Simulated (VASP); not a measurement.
# BiB in VASP: notebook

The runs below take BiB through single point, with PBE.

Everything below comes from runs of VASP 6.6.1. Logs are shortened: lines on timing, memory, paths and dates and some standing lists are left out, and cuts for length are marked.

## 1. The cell of the first run

It takes space group I-4m2 (No. 119, tetragonal). The conventional cell has a = 3.882 Å, b = 3.882 Å, c = 5.468 Å, α = 90.00°, β = 90.00°, γ = 90.00°. Within 3.1 Å of B (site symmetry -4m2) lie 4 Bi at 2.37 Å. Bi (site symmetry -4m2) has 4 B at 2.37 Å within 3.1 Å.

## 2. Single point, PBE (uniaxial z strain -0.4%)

Input file INCAR:

```
  PREC = Accurate
  ENCUT = 520
  EDIFF = 1E-6
  ISMEAR = -1
  SIGMA = 0.02
  LREAL = False
  LASPH = True
  NELM = 60
  ALGO = Normal
  ISIF = 2
  LWAVE = False
  LCHARG = False
  GGA = PE
  NBANDS = 16
```

Input file KPOINTS:

```
regular mesh
0
Gamma
  8 8 8
```

Input file POSCAR:

```
BiB
1.0
    0.0000000000      2.7448744688      2.7338949709
    2.7448744688      0.0000000000      2.7338949709
    2.7448744688      2.7448744688      0.0000000000
B Bi
1 1
Direct
    0.0000000000      0.0000000000      0.0000000000
    0.2500000000      0.2500000000      0.2500000000
```

Potentials or basis: VASP PAW PBE potentials, release 64 (B, Bi_d).

Started as:

```
> cat potpaw_PBE.64/B/POTCAR potpaw_PBE.64/Bi_d/POTCAR > POTCAR
> mpirun -np 1 vasp_std > vasp.out
```

OUTCAR:

```text
PREC = Accurate
   ENCUT = 520
   EDIFF = 1E-6
   ISMEAR = -1
   LREAL = False
   LASPH = True
   NELM = 60
   ISIF = 2
   GGA = PE

 ion  position               nearest neighbor table
   1  0.000  0.000  0.000-   2 2.37   2 2.37   2 2.37   2 2.37
   2  0.250  0.250  0.250-   1 2.37   1 2.37   1 2.37   1 2.37

  LATTYP: Found a body centered tetragonal cell.
 ALAT       =     3.8818387008
 C/A-ratio  =     1.4085567081

  Lattice vectors:

 A1 = (   0.0000000000,  -2.7448744688,  -2.7338949709)
 A2 = (   0.0000000000,   2.7448744688,  -2.7338949709)
 A3 = (   2.7448744688,   0.0000000000,   2.7338949709)

Analysis of symmetry for initial positions (statically):
=====================================================================
 Subroutine PRICEL returns:
 Original cell was already a primitive cell.

 Routine SETGRP: Setting up the symmetry group for a
 body centered tetragonal supercell.

 Subroutine GETGRP returns: Found  8 space group operations
 (whereof  8 operations were pure point group operations)
 out of a pool of 16 trial point group operations.

The static configuration has the point symmetry D_2d.

Analysis of symmetry for dynamics (positions and initial velocities):
=====================================================================
 Subroutine PRICEL returns:
 Original cell was already a primitive cell.

 Routine SETGRP: Setting up the symmetry group for a
 body centered tetragonal supercell.

 Subroutine GETGRP returns: Found  8 space group operations
 (whereof  8 operations were pure point group operations)
 out of a pool of 16 trial point group operations.

The dynamic configuration has the point symmetry D_2d.

 Subroutine INISYM returns: Found  8 space group operations
 (whereof  8 operations are pure point group operations),
 and found     1 'primitive' translations

----------------------------------------------------------------------------------------

                                     Primitive cell

  volume of cell :      41.1962

  direct lattice vectors                    reciprocal lattice vectors
     0.000000000  2.744874469  2.733894971    -0.182157693  0.182157693  0.182889250
     2.744874469  0.000000000  2.733894971     0.182157693 -0.182157693  0.182889250
     2.744874469  2.744874469  0.000000000     0.182157693  0.182157693 -0.182889250

  length of vectors
     3.874082803  3.874082803  3.881838701     0.315929308  0.315929308  0.315929308

  position of ions in fractional coordinates (direct lattice)
     0.000000000  0.000000000  0.000000000
     0.250000000  0.250000000  0.250000000

  ion indices of the primitive-cell ions
   primitive index   ion index
                 1           1
                 2           2

----------------------------------------------------------------------------------------

 KPOINTS: regular mesh

Automatic generation of k-mesh.
 Grid dimensions read from file:
 generate k-points for:    8    8    8

 Generating k-lattice:

  Cartesian coordinates                     Fractional coordinates (reciprocal lattice)
    -0.022769712  0.022769712  0.022861156     0.125000000  0.000000000  0.000000000
     0.022769712 -0.022769712  0.022861156     0.000000000  0.125000000  0.000000000
     0.022769712  0.022769712 -0.022861156     0.000000000  0.000000000  0.125000000

  Length of vectors
     0.039491164  0.039491164  0.039491164

  Shift w.r.t. Gamma in fractional coordinates (k-lattice)
     0.000000000  0.000000000  0.000000000

 Subroutine IBZKPT returns following result:
 ===========================================

 Found     59 irreducible k-points:

 Following reciprocal coordinates:
            Coordinates               Weight
  0.000000  0.000000  0.000000      1.000000
  0.125000 -0.000000  0.000000      8.000000
  0.250000 -0.000000  0.000000      8.000000
  0.375000  0.000000  0.000000      8.000000
  0.500000 -0.000000  0.000000      4.000000
  0.125000  0.125000  0.000000      2.000000
[... 16 lines left out ...]
  0.250000 -0.000000  0.125000     16.000000
  0.375000  0.000000  0.125000     16.000000
 [... further k-points ...]
   k-points           NKPTS =     59   k-points in BZ     NKDIM =     59   number of bands    NBANDS=     16
   number of dos      NEDOS =    301   number of ions     NIONS =      2
   total plane-waves  NPLWV =  27000
   dimension x,y,z NGX =    30 NGY =   30 NGZ =   30
   dimension x,y,z NGXF=    60 NGYF=   60 NGZF=   60
   ions per type =               1   1
   NGX,Y,Z   is equivalent  to a cutoff of  12.87, 12.87, 12.85 a.u.
   NGXF,Y,Z  is equivalent  to a cutoff of  25.75, 25.75, 25.70 a.u.
 SYSTEM =  unknown system
   PREC   = accura    normal or accurate (medium, high low for compatibility)
   ISTART =      0    job   : 0-new  1-cont  2-samecut
   ICHARG =      2    charge: 1-file 2-atom 10-const
   ISPIN  =      1    spin polarized calculation?
   LNONCOLLINEAR =      F non collinear calculations
   LSORBIT =      F    spin-orbit coupling
   LASPH  =      T    aspherical Exc in radial PAW
   ENCUT  =  520.0 eV  38.22 Ry    6.18 a.u.   7.20  7.20  7.22*2*pi/ulx,y,z
   NELM   =     60;   NELMIN=  2; NELMDL= -5     # of ELM steps
   EDIFF  = 0.1E-05   stopping-criterion for ELM
   LREAL  =      F    real-space projection
   EDIFFG = 0.1E-04   stopping-criterion for IOM
   NSW    =      0    number of steps for IOM
   IBRION =     -1    ionic relax: 0-MD 1-quasi-New 2-CG
   NFREE  =      0    steps in history (QN), initial steepest desc. (CG)
   ISIF   =      2    stress and relaxation
   ISYM   =      2    0-nonsym 1-usesym 2-fastsym
   POTIM  = 0.5000    time-step for ionic-motion
   TEBEG  =    0.0;   TEEND  =   0.0 temperature during run
   PSTRESS=    0.0 pullay stress
   NELECT =      18.0000    total number of electrons
   NUPDOWN=      -1.0000    fix difference up-down
   EMIN   =  10.00;   EMAX   =-10.00  energy-range for DOS
   EFERMI =   0.00;   METHOD = LEGACY
   ISMEAR =    -1;   SIGMA  =   0.02  broadening in eV -4-tet -1-fermi 0-gaus
   EFERMI_NEDOS =   21; number of points for ismear=-14 and -15
   IALGO  =     38    algorithm
   IMIX   =      4    mixing-type and parameters
     AMIX     =   0.40;   BMIX     =  1.00
     AMIX_MAG =   1.60;   BMIX_MAG =  1.00
  volume/ion in A,a.u.               =      20.60       139.00
  Fermi-wavevector in a.u.,A,eV,Ry     =   1.242263  2.347536 20.996732  1.543216
  Thomas-Fermi vector in A             =   2.376625
   LORBIT       =      0    0 simple, 1 ext, 2 COOP (PROOUT), +10 PAW based schemes
   GGA     = PE    functional components
   LHFCALC =     F    Hartree Fock is set to
   AEXX    =    0.0000 exact exchange contribution
   IVDW    =     0    specifies the selected vdW correction
   LEPSILON=     F    determine dielectric tensor
   LRPA    =     F    only Hartree local field effects (RPA)
 non-spin polarized calculation
  energy-cutoff  :      520.00
  volume of cell :       41.20
 maximum number of plane-waves:      1125
 NGX is ok and might be reduce to    30
   NGX = 15   NGY = 15   NGZ = 15

 number of electron      17.9999996 magnetization

 Free energy of the ion-electron system (eV)
  ---------------------------------------------------
  ext. energy  EPLUGINS =         0.00000000
  ---------------------------------------------------
  free energy    TOTEN  =        -8.98795792 eV

  energy without entropy =       -8.98795672  energy(sigma->0) =       -8.98795732

 E-fermi :   7.3490     XC(G=0): -10.0441

 val. band max:        7.2019814067   @ k =   0.0000   0.0000   0.0000
 cond. band min:       7.4894881220   @ k =   0.0000   0.0000   0.0000
 fundamental gap:      0.2875067153
 Fermi energy:         7.3490088292

 k-point     1 :       0.0000    0.0000    0.0000
  band No.  band energies     occupation
      1     -15.9572      2.00000
      2     -15.9572      2.00000
      3     -15.9552      2.00000
      4     -15.8721      2.00000
      5     -15.8719      2.00000
      6      -6.9839      2.00000
[... 8 lines left out ...]
     15      17.7182      0.00000
     16      17.7187      0.00000

 k-point     2 :       0.1250   -0.0000    0.0000
  band No.  band energies     occupation
      1     -15.9557      2.00000
      2     -15.9510      2.00000
      3     -15.9497      2.00000
      4     -15.8718      2.00000
      5     -15.8715      2.00000
      6      -6.7834      2.00000
[... 8 lines left out ...]
     15      16.8228      0.00000
     16      16.8714      0.00000

 k-point     3 :       0.2500   -0.0000    0.0000
  band No.  band energies     occupation
      1     -15.9534      2.00000
      2     -15.9394      2.00000
      3     -15.9382      2.00000
      4     -15.8679      2.00000
      5     -15.8671      2.00000
      6      -6.2080      2.00000
[... 8 lines left out ...]
     15      16.5434      0.00000
     16      16.5661      0.00000

 k-point     4 :       0.3750    0.0000    0.0000
  band No.  band energies     occupation
      1     -15.9518      2.00000
      2     -15.9333      2.00000
      3     -15.9322      2.00000
      4     -15.8583      2.00000
      5     -15.8572      2.00000
      6      -5.3997      2.00000
[... 8 lines left out ...]
     15      17.4323      0.00000
     16      17.4418      0.00000
[... 324 lines left out ...]
 k-point    22 :       0.1250    0.0000    0.1250
  band No.  band energies     occupation
      1     -15.9633      2.00000
      2     -15.9447      2.00000
      3     -15.9430      2.00000
      4     -15.8766      2.00000
      5     -15.8675      2.00000
      6      -6.7166      2.00000
[... 8 lines left out ...]
     15      15.3258      0.00000
     16      18.3340      0.00000

 k-point    23 :       0.2500   -0.0000    0.1250
  band No.  band energies     occupation
      1     -15.9643      2.00000
      2     -15.9323      2.00000
      3     -15.9305      2.00000
      4     -15.8788      2.00000
      5     -15.8621      2.00000
      6      -6.2636      2.00000
[... 8 lines left out ...]
     15      16.3980      0.00000
     16      17.9005      0.00000

 k-point    24 :       0.3750    0.0000    0.1250
  band No.  band energies     occupation
      1     -15.9585      2.00000
      2     -15.9267      2.00000
      3     -15.9227      2.00000
      4     -15.8724      2.00000
      5     -15.8543      2.00000
      6      -5.5126      2.00000
[... 8 lines left out ...]
     15      16.8624      0.00000
     16      18.2845      0.00000

 [... further k-points ...]
[... 5 lines left out ...]
  --------------------------------------------------------------------------------------
  -------------------------------------------------------------------------------------
  Total        0.3651170      0.3651170      0.4608263      0.0000000      0.0000000     -0.0000000
  in kB       14.1999166     14.1999166     17.9221899      0.0000000      0.0000000     -0.0000000
  external PRESSURE =      15.4406744 kB  Pullay stress =       0.0000000 kB

 VOLUME and BASIS-vectors are now :
 -----------------------------------------------------------------------------
  energy-cutoff  :      520.00
  volume of cell :       41.20
      direct lattice vectors                 reciprocal lattice vectors
     0.000000000  2.744874469  2.733894971    -0.182157693  0.182157693  0.182889250
     2.744874469  0.000000000  2.733894971     0.182157693 -0.182157693  0.182889250
     2.744874469  2.744874469  0.000000000     0.182157693  0.182157693 -0.182889250

 POSITION                                       TOTAL-FORCE (eV/Angst)
 -----------------------------------------------------------------------------------
      0.00000      0.00000      0.00000        -0.000000     -0.000000     -0.000000
      1.37244      1.37244      1.36695         0.000000      0.000000      0.000000
 -----------------------------------------------------------------------------------
    total drift:                                0.000000      0.000000      0.000000

  FREE ENERGIE OF THE ION-ELECTRON SYSTEM (eV)
  ---------------------------------------------------
  free  energy   TOTEN  =        -8.9879579160 eV

  energy  without entropy=       -8.9879567250  energy(sigma->0) =       -8.98795732
```

It took 71 s on 1 thread of Intel Xeon 8259CL, shared host; peak memory 0.19 GiB.

What came out:

```
Free energy            : -8.9880 eV
Pressure               : 1.5 GPa
Band gap on the k mesh : 0.29 eV, direct
```

Stress tensor (GPa, compression positive):
```
1.42 0.00 0.00
0.00 1.42 0.00
0.00 0.00 1.79
```

Caveat: the cell differs from its parent crystal (uniaxial z strain -0.4%); spin-orbit coupling is left out, which moves the levels of the heavy elements. A k mesh can miss the band edges.

## 3. Single point, PBE (strain along [111] -0.8%)

Input file INCAR:

```
SYSTEM = BiB
PREC     = Accurate       ! precision mode
ENCUT    = 520            ! plane-wave cutoff, eV
EDIFF    = 1E-6           ! SCF threshold, eV
ISMEAR   = -1             ! smearing method
SIGMA    = 0.02           ! smearing width, eV
LREAL    = .FALSE.        ! projectors in reciprocal space
LASPH    = .TRUE.         ! aspherical terms in the spheres
NELM     = 80             ! most SCF steps
ALGO     = Normal         ! electronic algorithm
ISIF     = 2              ! what is computed and relaxed
LWAVE    = .FALSE.        ! write WAVECAR
LCHARG   = .TRUE.         ! write CHGCAR
GGA      = PE             ! functional
LELF     = .TRUE.         ! ELF
LVHAR    = .TRUE.       
NBANDS   = 16             ! bands
```

Input file KPOINTS:

```
regular mesh
0
G
  8 8 8
  0 0 0
```

Input file POSCAR:

```
BiB
1.0
   -0.0137243723      2.7311500964      2.7311500964
    2.7311500964     -0.0137243723      2.7311500964
    2.7311500964      2.7311500964     -0.0137243723
B Bi
1 1
Direct
   -0.0002690072     -0.0002690072     -0.0002690072
    0.2502690072      0.2502690072      0.2502690072
```

Potentials or basis: VASP PAW PBE potentials, release 64 (B, Bi_d).

Started as:

```
> cat potpaw_PBE.64/B/POTCAR potpaw_PBE.64/Bi_d/POTCAR > POTCAR
> mpirun -np 1 vasp_std > vasp.out
```

It took 82 s on 1 thread of Intel Xeon 8259CL, shared host; peak memory 0.19 GiB.

It converged, with:

```yaml
Free_energy: -8.9857 eV
Pressure: 1.8 GPa
Largest_force: 0.003 eV/Å
Band_gap_on_the_k_mesh: 0.30 eV, direct
```

Forces in eV/Å, atoms in the order of the input:
```
B   -0.002 -0.002 -0.002
Bi   0.002  0.002  0.002
```

Stress tensor (GPa, compression positive):
```
1.83 0.39 0.39
0.39 1.83 0.39
0.39 0.39 1.83
```

Levels at points of the mesh, in eV from the valence-band top:
| k point | band 7 | band 8 | band 9 | band 10 | band 11 | band 12 |
| --- | --- | --- | --- | --- | --- | --- |
| (0.00, 0.00, 0.00) | -0.05 | -0.05 | 0.00 | 0.30 | 2.76 | 2.76 |
| (0.50, 0.00, 0.00) | -7.76 | -1.65 | -1.62 | 0.43 | 4.15 | 4.18 |
| (0.50, 0.50, 0.00) | -7.89 | -3.55 | -3.49 | 0.83 | 0.95 | 8.35 |
| (0.50, 0.50, 0.50) | -7.75 | -1.69 | -1.69 | 0.33 | 4.12 | 4.12 |

Caveat: the cell differs from its parent crystal (strain along [111] -0.8%); spin-orbit coupling is left out, which moves the levels of the heavy elements.
